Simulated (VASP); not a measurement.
# GaAs (F-43m) in VASP: single point with PBE

Aim: the single point of GaAs with PBE.

Everything below comes from runs of VASP 6.6.1. Logs are shortened: lines on timing, memory, paths and dates and some standing lists are left out, and cuts for length are marked.

## Step 1: The cell of the first run

It takes space group F-43m (No. 216, cubic). Conventional cell: a = 5.746 Å, b = 5.746 Å, c = 5.746 Å, α = 90.00°, β = 90.00°, γ = 90.00°. Ga (site symmetry -43m) has 4 As at 2.49 Å within 3.3 Å. As (site symmetry -43m) has 4 Ga at 2.49 Å within 3.3 Å.

## Step 2: Single point, PBE

INCAR reads:

```
PREC = Accurate
ENCUT = 520
EDIFF = 1E-7
ISMEAR = 0
SIGMA = 0.05
LREAL = Auto
LASPH = True
NELM = 80
ALGO = Normal
ISIF = 2
LWAVE = False
LCHARG = True
GGA = PE
LELF = True
LVHAR = True
NBANDS = 166
```

KPOINTS reads:

```
Automatic mesh
0
Gamma
  3 3 3
```

POSCAR reads:

```
GaAs
1.0
   -5.7459815093     -5.7459815093      5.7459815093
    5.7459815093      5.7459815093      5.7459815093
   -5.7459815093      5.7459815093     -5.7459815093
Ga As
16 16
Direct
    0.2500000000      0.5000000000      0.2500000000
    0.5000000000      0.5000000000      0.0000000000
    0.2500000000      0.7500000000      0.0000000000
    0.7500000000      0.5000000000      0.7500000000
    0.5000000000      0.7500000000      0.7500000000
    0.2500000000      0.0000000000      0.7500000000
    0.0000000000      0.5000000000      0.5000000000
    0.7500000000      0.7500000000      0.5000000000
    0.5000000000      0.0000000000      0.5000000000
    0.2500000000      0.2500000000      0.5000000000
    0.0000000000      0.7500000000      0.2500000000
    0.7500000000      0.0000000000      0.2500000000
    0.5000000000      0.2500000000      0.2500000000
    0.0000000000      0.0000000000      0.0000000000
    0.7500000000      0.2500000000      0.0000000000
    0.0000000000      0.2500000000      0.7500000000
    0.0000000000      0.2500000000      0.0000000000
    0.2500000000      0.2500000000      0.7500000000
    0.0000000000      0.5000000000      0.7500000000
    0.5000000000      0.2500000000      0.5000000000
    0.2500000000      0.5000000000      0.5000000000
    0.0000000000      0.7500000000      0.5000000000
    0.7500000000      0.2500000000      0.2500000000
    0.5000000000      0.5000000000      0.2500000000
    0.2500000000      0.7500000000      0.2500000000
    0.0000000000      0.0000000000      0.2500000000
    0.7500000000      0.5000000000      0.0000000000
    0.5000000000      0.7500000000      0.0000000000
    0.2500000000      0.0000000000      0.0000000000
    0.7500000000      0.7500000000      0.7500000000
    0.5000000000      0.0000000000      0.7500000000
    0.7500000000      0.0000000000      0.5000000000
```

Potentials or basis: VASP PAW PBE potentials, release 64 (Ga_d, As).

Started as:

```
$ cat potpaw_PBE.64/Ga_d/POTCAR potpaw_PBE.64/As/POTCAR > POTCAR
$ mpirun -np 1 vasp_std > vasp.out
```

OUTCAR:

```text
PREC = Accurate
   ENCUT = 520
   EDIFF = 1E-7
   ISMEAR = 0
   LREAL = Auto
   LASPH = True
   NELM = 80
   ISIF = 2
   GGA = PE

 ion  position               nearest neighbor table
   1  0.250  0.500  0.250-  17 2.49  21 2.49  24 2.49  25 2.49
   2  0.500  0.500  0.000-  18 2.49  24 2.49  27 2.49  28 2.49
   3  0.250  0.750  0.000-  19 2.49  25 2.49  28 2.49  29 2.49
   4  0.750  0.500  0.750-  19 2.49  20 2.49  27 2.49  30 2.49
   5  0.500  0.750  0.750-  21 2.49  28 2.49  30 2.49  31 2.49
   6  0.250  0.000  0.750-  18 2.49  22 2.49  29 2.49  31 2.49
[... 24 lines left out ...]
  31  0.500  0.000  0.750-   5 2.49   6 2.49   9 2.49  15 2.49
  32  0.750  0.000  0.500-   8 2.49   9 2.49  12 2.49  16 2.49

  LATTYP: Found a body centered cubic cell.
 ALAT       =    11.4919630186

  Lattice vectors:

 A1 = (  -5.7459815093,  -5.7459815093,   5.7459815093)
 A2 = (   5.7459815093,   5.7459815093,   5.7459815093)
 A3 = (  -5.7459815093,   5.7459815093,  -5.7459815093)

Analysis of symmetry for initial positions (statically):
=====================================================================
 Subroutine PRICEL returns following result:

  LATTYP: Found a face centered cubic cell.
 ALAT       =     5.7459815093

  Lattice vectors:

 A1 = (   2.8729907546,   2.8729907546,   0.0000000000)
 A2 = (   2.8729907546,  -0.0000000000,  -2.8729907546)
 A3 = (  -0.0000000000,   2.8729907546,  -2.8729907546)

  16 primitive cells build up your supercell.

 Routine SETGRP: Setting up the symmetry group for a
 body centered cubic supercell.

 Subroutine GETGRP returns: Found 24 space group operations
 (whereof 24 operations were pure point group operations)
 out of a pool of 48 trial point group operations.

The static configuration has the point symmetry T_d .

Analysis of symmetry for dynamics (positions and initial velocities):
=====================================================================
 Subroutine PRICEL returns following result:

  LATTYP: Found a face centered cubic cell.
 ALAT       =     5.7459815093

  Lattice vectors:

 A1 = (   2.8729907546,   2.8729907546,   0.0000000000)
 A2 = (   2.8729907546,  -0.0000000000,  -2.8729907546)
 A3 = (  -0.0000000000,   2.8729907546,  -2.8729907546)

  16 primitive cells build up your supercell.

 Routine SETGRP: Setting up the symmetry group for a
 body centered cubic supercell.

 Subroutine GETGRP returns: Found 24 space group operations
 (whereof 24 operations were pure point group operations)
 out of a pool of 48 trial point group operations.

The dynamic configuration has the point symmetry T_d .

 Subroutine INISYM returns: Found 24 space group operations
 (whereof 24 operations are pure point group operations),
 and found    16 'primitive' translations

----------------------------------------------------------------------------------------

                                     Primitive cell

  volume of cell :      47.4278

  direct lattice vectors                    reciprocal lattice vectors
     2.872990755  2.872990755  0.000000000     0.174034671  0.174034671  0.174034671
     2.872990755 -0.000000000 -2.872990755     0.174034671 -0.174034671 -0.174034671
    -0.000000000  2.872990755 -2.872990755    -0.174034671  0.174034671 -0.174034671

  length of vectors
     4.063022490  4.063022490  4.063022490     0.301436892  0.301436892  0.301436892

  position of ions in fractional coordinates (direct lattice)
     0.000000000  1.000000000  1.000000000
     0.750000000  0.750000000  0.750000000

  ion indices of the primitive-cell ions
   primitive index   ion index
                 1           1
                 2          24

----------------------------------------------------------------------------------------

 KPOINTS: Automatic mesh

Automatic generation of k-mesh.
 Grid dimensions read from file:
 generate k-points for:    3    3    3

 Generating k-lattice:

  Cartesian coordinates                     Fractional coordinates (reciprocal lattice)
    -0.029005778  0.000000000  0.029005778     0.333333333  0.000000000  0.000000000
     0.000000000  0.029005778  0.029005778     0.000000000  0.333333333  0.000000000
    -0.029005778  0.029005778  0.000000000     0.000000000  0.000000000  0.333333333

  Length of vectors
     0.041020365  0.041020365  0.041020365

  Shift w.r.t. Gamma in fractional coordinates (k-lattice)
     0.000000000  0.000000000  0.000000000

 Subroutine IBZKPT returns following result:
 ===========================================

 Found      4 irreducible k-points:

 Following reciprocal coordinates:
            Coordinates               Weight
  0.000000  0.000000  0.000000      1.000000
  0.333333  0.000000  0.000000     12.000000
  0.333333  0.333333  0.000000      8.000000
 -0.333333  0.333333  0.333333      6.000000
   k-points           NKPTS =      4   k-points in BZ     NKDIM =      4   number of bands    NBANDS=    166
   number of dos      NEDOS =    301   number of ions     NIONS =     32
   total plane-waves  NPLWV = 512000
   dimension x,y,z NGX =    80 NGY =   80 NGZ =   80
   dimension x,y,z NGXF=   160 NGYF=  160 NGZF=  160
   ions per type =              16  16
   NGX,Y,Z   is equivalent  to a cutoff of  13.36, 13.36, 13.36 a.u.
   NGXF,Y,Z  is equivalent  to a cutoff of  26.73, 26.73, 26.73 a.u.
 SYSTEM =  unknown system
   PREC   = accura    normal or accurate (medium, high low for compatibility)
   ISTART =      0    job   : 0-new  1-cont  2-samecut
   ICHARG =      2    charge: 1-file 2-atom 10-const
   ISPIN  =      1    spin polarized calculation?
   LNONCOLLINEAR =      F non collinear calculations
   LSORBIT =      F    spin-orbit coupling
   LASPH  =      T    aspherical Exc in radial PAW
   ENCUT  =  520.0 eV  38.22 Ry    6.18 a.u.  18.50 18.50 18.50*2*pi/ulx,y,z
   NELM   =     80;   NELMIN=  2; NELMDL= -5     # of ELM steps
   EDIFF  = 0.1E-06   stopping-criterion for ELM
   LREAL  =      T    real-space projection
   EDIFFG = 0.1E-05   stopping-criterion for IOM
   NSW    =      0    number of steps for IOM
   IBRION =     -1    ionic relax: 0-MD 1-quasi-New 2-CG
   NFREE  =      0    steps in history (QN), initial steepest desc. (CG)
   ISIF   =      2    stress and relaxation
   ISYM   =      2    0-nonsym 1-usesym 2-fastsym
   POTIM  = 0.5000    time-step for ionic-motion
   TEBEG  =    0.0;   TEEND  =   0.0 temperature during run
   PSTRESS=    0.0 pullay stress
   NELECT =     288.0000    total number of electrons
   NUPDOWN=      -1.0000    fix difference up-down
   EMIN   =  10.00;   EMAX   =-10.00  energy-range for DOS
   EFERMI =   0.00;   METHOD = LEGACY
   ISMEAR =     0;   SIGMA  =   0.05  broadening in eV -4-tet -1-fermi 0-gaus
   EFERMI_NEDOS =   21; number of points for ismear=-14 and -15
   IALGO  =     38    algorithm
   IMIX   =      4    mixing-type and parameters
     AMIX     =   0.40;   BMIX     =  1.00
     AMIX_MAG =   1.60;   BMIX_MAG =  1.00
  volume/ion in A,a.u.               =      23.71       160.03
  Fermi-wavevector in a.u.,A,eV,Ry     =   1.185281  2.239857 19.114713  1.404892
  Thomas-Fermi vector in A             =   2.321478
   LORBIT       =      0    0 simple, 1 ext, 2 COOP (PROOUT), +10 PAW based schemes
   GGA     = PE    functional components
   LHFCALC =     F    Hartree Fock is set to
   AEXX    =    0.0000 exact exchange contribution
   IVDW    =     0    specifies the selected vdW correction
   LEPSILON=     F    determine dielectric tensor
   LRPA    =     F    only Hartree local field effects (RPA)
 non-spin polarized calculation
 Gauss-broadening in eV      SIGMA  =   0.05
  energy-cutoff  :      520.00
  volume of cell :      758.84
 maximum number of plane-waves:     20476
 NGX is ok and might be reduce to    80
   NGX = 37   NGY = 37   NGZ = 37

 number of electron     288.0000189 magnetization

 Free energy of the ion-electron system (eV)
  ---------------------------------------------------
  ext. energy  EPLUGINS =         0.00000000
  ---------------------------------------------------
  free energy    TOTEN  =      -132.40299516 eV

  energy without entropy =     -132.40272491  energy(sigma->0) =     -132.40286003

 E-fermi :   3.5744     XC(G=0):  -9.3714

 val. band max:        3.4867780711   @ k =   0.0000   0.0000   0.0000
 cond. band min:       3.6472516190   @ k =   0.0000   0.0000   0.0000
 fundamental gap:      0.1604735480
 Fermi energy:         3.5744424583

 k-point     1 :       0.0000    0.0000    0.0000
  band No.  band energies     occupation
      1     -11.3333      2.00000
      2     -11.3333      2.00000
      3     -11.3333      2.00000
      4     -11.3027      2.00000
      5     -11.3027      2.00000
      6     -11.3027      2.00000
[... 148 lines left out ...]
    155       6.1008      0.00000
    156       6.1008      0.00000

 k-point     2 :       0.3333    0.0000    0.0000
  band No.  band energies     occupation
      1     -11.3283      2.00000
      2     -11.3260      2.00000
      3     -11.3260      2.00000
      4     -11.3173      2.00000
      5     -11.3111      2.00000
      6     -11.3111      2.00000
[... 148 lines left out ...]
    155       5.9416      0.00000
    156       5.9416      0.00000

 k-point     3 :       0.3333    0.3333    0.0000
  band No.  band energies     occupation
      1     -11.3195      2.00000
      2     -11.3195      2.00000
      3     -11.3195      2.00000
      4     -11.3195      2.00000
      5     -11.3195      2.00000
      6     -11.3195      2.00000
[... 148 lines left out ...]
    155       6.0059      0.00000
    156       6.0059      0.00000

 k-point     4 :      -0.3333    0.3333    0.3333
  band No.  band energies     occupation
      1     -11.3250      2.00000
      2     -11.3250      2.00000
      3     -11.3193      2.00000
      4     -11.3193      2.00000
      5     -11.3193      2.00000
      6     -11.3193      2.00000
[... 148 lines left out ...]
    155       6.1076      0.00000
    156       6.4584      0.00000
 [bands above 156 left out]

------------------------ aborting loop because EDIFF is reached ----------------------------------------

  FORCE on cell =-STRESS in cart. coord.  units (eV):
  Direction    XX          YY          ZZ          XY          YZ          ZX
  --------------------------------------------------------------------------------------
  -------------------------------------------------------------------------------------
  Total        0.9838872      0.9838872      0.9838872      0.0000000      0.0000000      0.0000000
  in kB        2.0773191      2.0773191      2.0773191      0.0000000      0.0000000      0.0000000
  external PRESSURE =       2.0773191 kB  Pullay stress =       0.0000000 kB

 VOLUME and BASIS-vectors are now :
 -----------------------------------------------------------------------------
  energy-cutoff  :      520.00
  volume of cell :      758.84
      direct lattice vectors                 reciprocal lattice vectors
    -5.745981509 -5.745981509  5.745981509    -0.087017335  0.000000000  0.087017335
     5.745981509  5.745981509  5.745981509     0.000000000  0.087017335  0.087017335
    -5.745981509  5.745981509 -5.745981509    -0.087017335  0.087017335  0.000000000

 POSITION                                       TOTAL-FORCE (eV/Angst)
 -----------------------------------------------------------------------------------
      0.00000      2.87299      2.87299        -0.000000     -0.000000      0.000000
      0.00000      0.00000      5.74598         0.000000     -0.000000      0.000000
      2.87299      2.87299      5.74598         0.000000      0.000000     -0.000000
     -5.74598      2.87299      2.87299         0.000000      0.000000     -0.000000
     -2.87299      5.74598      2.87299        -0.000000      0.000000     -0.000000
     -5.74598      2.87299     -2.87299        -0.000000     -0.000000      0.000000
[... 24 lines left out ...]
     -7.18248      1.43650     -1.43650         0.000000     -0.000000      0.000000
     -7.18248     -1.43650      1.43650         0.000000      0.000000      0.000000
 -----------------------------------------------------------------------------------
    total drift:                               -0.000002      0.000002      0.000004

  FREE ENERGIE OF THE ION-ELECTRON SYSTEM (eV)
  ---------------------------------------------------
  free  energy   TOTEN  =      -132.4029951575 eV

  energy  without entropy=     -132.4027249112  energy(sigma->0) =     -132.40286003
```

Wall time 22 min (1 thread of Intel Xeon Platinum 8488C (Sapphire Rapids), shared host); peak memory 1.1 GiB.

Results:

```yaml
Free_energy: -132.4030 eV
Pressure: 0.2 GPa
Band_gap_on_the_k_mesh: 0.16 eV
```

Levels at points of the mesh, in eV from the valence-band top:
| k point | band 140 | band 141 | band 142 | band 143 | band 144 | band 145 | band 146 | band 147 | band 148 | band 149 |
| --- | --- | --- | --- | --- | --- | --- | --- | --- | --- | --- |
| (0.00, 0.00, 0.00) | -1.14 | -1.14 | 0.00 | 0.00 | 0.00 | 0.16 | 1.55 | 1.55 | 1.55 | 1.68 |
